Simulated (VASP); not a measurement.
A run of VASP 6.6.1:

File POSCAR:

```
Mo
1.0
    2.9406736770      0.0000000000      0.0000000000
   -1.4703368385      2.1913448841      0.0000000000
    0.0000000000      0.0000000000      2.5551807000
Mo
1
Direct
    0.0000000000      0.0000000000      0.5000000000
```

File INCAR.step1:

```
SYSTEM = Mo
ALGO = Normal ; EDIFF = 1E-4
ENCUT = 520 ; GGA = PE
ISMEAR = 0 ; LASPH = .TRUE.
LCHARG = .FALSE. ; LREAL = .FALSE.
LWAVE = .TRUE. ; NBANDS = 13
NELM = 100 ; PREC = Accurate
SIGMA = 0.15
```

Contents of INCAR.step2:

```
SYSTEM = Mo
ALGO = Normal ; EDIFF = 1E-6
ENCUT = 520 ; ISIF = 2
ISMEAR = 0 ; ISTART = 1
LASPH = .TRUE. ; LCHARG = .FALSE.
LMIXTAU = .TRUE. ; LREAL = .FALSE.
LWAVE = .FALSE. ; METAGGA = R2SCAN
NBANDS = 13 ; NELM = 100
PREC = Accurate ; SIGMA = 0.15
```

KPOINTS

```
k-points
0
G
  18 18 18
  0 0 0
```

Potentials or basis: VASP PAW PBE potentials, release 64 (Mo_sv).

Run with:

```console
$ cat potpaw_PBE.64/Mo_sv/POTCAR > POTCAR
$ cp INCAR.step1 INCAR
$ mpirun -np 1 vasp_std > vasp.out
$ cp INCAR.step2 INCAR
$ mpirun -np 1 vasp_std > vasp.out
```

Hardware: 1 thread of Intel Xeon 6975P-C, on a shared host.

Q: Estimate the wall time of this run.

A: Wall time 5 min on 1 thread of Intel Xeon 6975P-C, on a shared host, peak memory 0.29 GiB. Counts: k points 910.
